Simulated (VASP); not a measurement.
# CaO (I4/mmm) in VASP: a series of runs, part 2 of 2

VASP 6.6.1. The steps go on from the part before.

### 4 Single point, PBE

This run uses another cell than the first one, of 23.20 Å³/atom.

INCAR reads:

```
PREC = Accurate
ENCUT = 520
EDIFF = 1E-6
ISMEAR = -1
SIGMA = 0.05
LREAL = False
LASPH = True
NELM = 60
ALGO = Normal
ISIF = 2
LWAVE = False
LCHARG = False
GGA = PE
NBANDS = 24
```

KPOINTS reads:

```
Automatic mesh
0
Gamma
  11 11 11
```

POSCAR reads:

```
CaO
1.0
   -1.6564414883      1.6564414883      8.4563527482
    1.6564414883     -1.6564414883      8.4563527482
    1.6564414883      1.6564414883     -8.4563527482
Ca O
2 2
Direct
    0.6795970000      0.6795970000      0.0000000000
    0.3204030000      0.3204030000      0.0000000000
    0.8181860000      0.8181860000      0.0000000000
    0.1818140000      0.1818140000      0.0000000000
```

Potentials or basis: VASP PAW PBE potentials, release 64 (Ca_sv, O).

Started as:

```bash
$ cat potpaw_PBE.64/Ca_sv/POTCAR potpaw_PBE.64/O/POTCAR > POTCAR
$ mpirun -np 1 vasp_std > vasp.out
```

OUTCAR:

```text
PREC = Accurate
   ENCUT = 520
   EDIFF = 1E-6
   ISMEAR = -1
   LREAL = False
   LASPH = True
   NELM = 60
   ISIF = 2
   GGA = PE

 ion  position               nearest neighbor table
   1  0.680  0.680  0.000-   4 2.34   4 2.34   4 2.34   4 2.34   3 2.34
   2  0.320  0.320  0.000-   3 2.34   3 2.34   3 2.34   3 2.34   4 2.34
   3  0.818  0.818  0.000-   2 2.34   2 2.34   2 2.34   2 2.34   1 2.34
   4  0.182  0.182  0.000-   1 2.34   1 2.34   1 2.34   1 2.34   2 2.34

  LATTYP: Found a body centered tetragonal cell.
 ALAT       =     3.3128829766
 C/A-ratio  =     5.1051321812

  Lattice vectors:

 A1 = (  -1.6564414883,   1.6564414883,   8.4563527482)
 A2 = (   1.6564414883,  -1.6564414883,   8.4563527482)
 A3 = (   1.6564414883,   1.6564414883,  -8.4563527482)

Analysis of symmetry for initial positions (statically):
=====================================================================
 Subroutine PRICEL returns:
 Original cell was already a primitive cell.

 Routine SETGRP: Setting up the symmetry group for a
 body centered tetragonal supercell.

 Subroutine GETGRP returns: Found 16 space group operations
 (whereof 16 operations were pure point group operations)
 out of a pool of 16 trial point group operations.

The static configuration has the point symmetry D_4h.

Analysis of symmetry for dynamics (positions and initial velocities):
=====================================================================
 Subroutine PRICEL returns:
 Original cell was already a primitive cell.

 Routine SETGRP: Setting up the symmetry group for a
 body centered tetragonal supercell.

 Subroutine GETGRP returns: Found 16 space group operations
 (whereof 16 operations were pure point group operations)
 out of a pool of 16 trial point group operations.

The dynamic configuration has the point symmetry D_4h.
[... 118 lines left out ...]
   ISMEAR =    -1;   SIGMA  =   0.05  broadening in eV -4-tet -1-fermi 0-gaus
   EFERMI_NEDOS =   21; number of points for ismear=-14 and -15
   IALGO  =     38    algorithm
   IMIX   =      4    mixing-type and parameters
     AMIX     =   0.40;   BMIX     =  1.00
     AMIX_MAG =   1.60;   BMIX_MAG =  1.00
  volume/ion in A,a.u.               =      23.20       156.58
  Fermi-wavevector in a.u.,A,eV,Ry     =   1.147959  2.169328 17.929893  1.317810
  Thomas-Fermi vector in A             =   2.284636
   LORBIT       =      0    0 simple, 1 ext, 2 COOP (PROOUT), +10 PAW based schemes
   GGA     = PE    functional components
   LHFCALC =     F    Hartree Fock is set to
   AEXX    =    0.0000 exact exchange contribution
   IVDW    =     0    specifies the selected vdW correction
   LEPSILON=     F    determine dielectric tensor
   LRPA    =     F    only Hartree local field effects (RPA)
 non-spin polarized calculation
  energy-cutoff  :      520.00
  volume of cell :       92.81
 maximum number of plane-waves:      2523
 NGX is ok and might be reduce to    70
   NGX = 33   NGY = 33   NGZ = 33

 number of electron      31.9999999 magnetization

 Free energy of the ion-electron system (eV)
  ---------------------------------------------------
  ext. energy  EPLUGINS =         0.00000000
  ---------------------------------------------------
  free energy    TOTEN  =       -24.76498762 eV

  energy without entropy =      -24.76498762  energy(sigma->0) =      -24.76498762

 E-fermi :   1.0167     XC(G=0):  -7.2574

 val. band max:       -0.0264139942   @ k =  -0.4545  -0.4545   0.4545
 cond. band min:       2.0485696873   @ k =   0.0000   0.0000   0.0000
 fundamental gap:      2.0749836815
 Fermi energy:         1.0167149945

 k-point     1 :       0.0000    0.0000    0.0000
  band No.  band energies     occupation
      1     -37.9140      2.00000
      2     -37.8326      2.00000
      3     -19.3706      2.00000
      4     -18.9911      2.00000
      5     -18.7831      2.00000
      6     -18.7831      2.00000
[... 637 lines left out ...]
     23       7.6412      0.00000
     24       7.9224      0.00000

 [... further k-points ...]

------------------------ aborting loop because EDIFF is reached ----------------------------------------

  FORCE on cell =-STRESS in cart. coord.  units (eV):
  Direction    XX          YY          ZZ          XY          YZ          ZX
  --------------------------------------------------------------------------------------
  -------------------------------------------------------------------------------------
  Total        0.7785904      0.7785904      0.3634927      0.0000000     -0.0000000      0.0000000
  in kB       13.4407756     13.4407756      6.2749612      0.0000000     -0.0000000      0.0000000
  external PRESSURE =      11.0521708 kB  Pullay stress =       0.0000000 kB

 VOLUME and BASIS-vectors are now :
 -----------------------------------------------------------------------------
  energy-cutoff  :      520.00
  volume of cell :       92.81
      direct lattice vectors                 reciprocal lattice vectors
    -1.656441488  1.656441488  8.456352748     0.000000000  0.301851894  0.059127146
     1.656441488 -1.656441488  8.456352748     0.301851894  0.000000000  0.059127146
     1.656441488  1.656441488 -8.456352748     0.301851894  0.301851894  0.000000000

 POSITION                                       TOTAL-FORCE (eV/Angst)
 -----------------------------------------------------------------------------------
      0.00000      0.00000     11.49382         0.000000      0.000000     -0.102322
      0.00000      0.00000      5.41888         0.000000      0.000000      0.102322
      0.00000      0.00000     13.83774        -0.000000     -0.000000      0.073582
      0.00000      0.00000      3.07497        -0.000000     -0.000000     -0.073582
 -----------------------------------------------------------------------------------
    total drift:                               -0.000000     -0.000000      0.000000

  FREE ENERGIE OF THE ION-ELECTRON SYSTEM (eV)
  ---------------------------------------------------
  free  energy   TOTEN  =       -24.7649876230 eV

  energy  without entropy=      -24.7649876229  energy(sigma->0) =      -24.76498762
```

OSZICAR:

```text
N       E                     dE             d eps       ncg     rms          rms(c)
DAV:   1     0.333016587529E+03    0.33302E+03   -0.16327E+04  6088   0.127E+03
DAV:   2     0.574575975452E-01   -0.33296E+03   -0.31419E+03  7128   0.375E+02
DAV:   3    -0.295144270552E+02   -0.29572E+02   -0.29314E+02 10008   0.103E+02
DAV:   4    -0.308131249684E+02   -0.12987E+01   -0.12968E+01  9240   0.204E+01
DAV:   5    -0.308652142138E+02   -0.52089E-01   -0.52085E-01  9104   0.293E+00    0.130E+01
DAV:   6    -0.257238895957E+02    0.51413E+01   -0.21431E+01  8896   0.309E+01    0.516E+00
DAV:   7    -0.253502524393E+02    0.37364E+00   -0.25223E+00  8056   0.101E+01    0.293E+00
DAV:   8    -0.248315706477E+02    0.51868E+00   -0.84418E-01  7016   0.604E+00    0.116E+00
DAV:   9    -0.247528940082E+02    0.78677E-01   -0.20950E-01  8016   0.284E+00    0.623E-01
DAV:  10    -0.247640661016E+02   -0.11172E-01   -0.84903E-02  6984   0.214E+00    0.443E-01
DAV:  11    -0.247598334483E+02    0.42327E-02   -0.21203E-02  8088   0.989E-01    0.133E-01
DAV:  12    -0.247644702763E+02   -0.46368E-02   -0.57553E-03  6216   0.569E-01    0.581E-02
DAV:  13    -0.247647863672E+02   -0.31609E-03   -0.48885E-04  8976   0.150E-01    0.478E-02
DAV:  14    -0.247649824547E+02   -0.19609E-03   -0.36988E-04  6208   0.135E-01    0.102E-02
DAV:  15    -0.247649864229E+02   -0.39682E-05   -0.22178E-05  8672   0.348E-02    0.458E-03
DAV:  16    -0.247649876402E+02   -0.12173E-05   -0.23868E-06  6656   0.143E-02    0.232E-03
DAV:  17    -0.247649876230E+02    0.17198E-07   -0.55889E-07  6088   0.606E-03
   1 F= -.24764988E+02 E0= -.24764988E+02  d E =-.542109E-10
```

Run time: 23 min. Hardware: 1 thread of Intel Xeon 6975P-C (Granite Rapids), shared host; peak memory 0.81 GiB.

What came out:

```
Free energy            : -24.7650 eV
Pressure               : 1.1 GPa
Largest force          : 0.102 eV/Å
Band gap on the k mesh : 2.08 eV
```

Forces on the atoms (eV/Å):
```
Ca   0.000  0.000 -0.102
Ca   0.000  0.000  0.102
O    0.000  0.000  0.074
O    0.000  0.000 -0.074
```

### 5 Single point, PBE

This run uses another cell than the first one, of 23.68 Å³/atom.

INCAR is that of step 4.

KPOINTS is that of step 4.

POSCAR reads:

```
CaO
1.0
   -1.6676340000      1.6676340000      8.5134920000
    1.6676340000     -1.6676340000      8.5134920000
    1.6676340000      1.6676340000     -8.5134920000
Ca O
2 2
Direct
    0.6795970000      0.6795970000      0.0000000000
    0.3204030000      0.3204030000      0.0000000000
    0.8181860000      0.8181860000      0.0000000000
    0.1818140000      0.1818140000      0.0000000000
```

Started as:

```bash
$ cat potpaw_PBE.64/Ca_sv/POTCAR potpaw_PBE.64/O/POTCAR > POTCAR
$ mpirun -np 1 vasp_std > vasp.out
```

It took 20 min on 1 thread of Intel Xeon 6975P-C (Granite Rapids), shared host; peak memory 0.81 GiB.

Results (log left out):

- Free energy: -24.7716 eV
- Pressure: -0.2 GPa
- Largest force: 0.021 eV/Å
- Band gap on the k mesh: 2.07 eV

Forces in eV/Å, atoms in the order of the input:
```
Ca   0.000  0.000  0.015
Ca   0.000  0.000 -0.015
O    0.000  0.000  0.021
O    0.000  0.000 -0.021
```

Stress tensor (GPa, compression positive):
```
-0.22  0.00  0.00
 0.00 -0.22  0.00
 0.00  0.00 -0.06
```

Levels at points of the mesh, in eV from the valence-band top:
```
           k point  band 12  band 13  band 14  band 15  band 16  band 17  band 18  band 19  band 20  band 21
(0.00, 0.00, 0.00)    -0.88    -0.25    -0.25     0.00     0.00     2.07     4.00     5.16     5.25     6.52
```

### 6 Overview

```csv
cell,gap on the mesh (eV),pressure (GPa),largest force (eV/Å)
"a = 8.654 Å, angles 158.2, 158.2, 31.0°, 4 atoms",2.08,4.1,0.37
"a = 8.715 Å, angles 158.2, 158.2, 31.0°, 4 atoms",2.08,2.5,0.23
"a = 8.775 Å, angles 158.2, 158.2, 31.0°, 4 atoms",2.08,1.1,0.10
"a = 8.834 Å, angles 158.2, 158.2, 31.0°, 4 atoms",2.07,-0.2,0.02
```

Alike in all rows: task single point; level PBE; potentials or basis VASP PAW PBE potentials, release 64 (Ca_sv, O); no spin polarisation; k mesh 11 × 11 × 11; cutoff (eV) 520; smearing fermi-dirac 0.05 eV.

Caveats: the cell stands under pressure (at least some runs).

Total energies depend on the potentials used, so only differences within one code and one set of settings carry meaning.
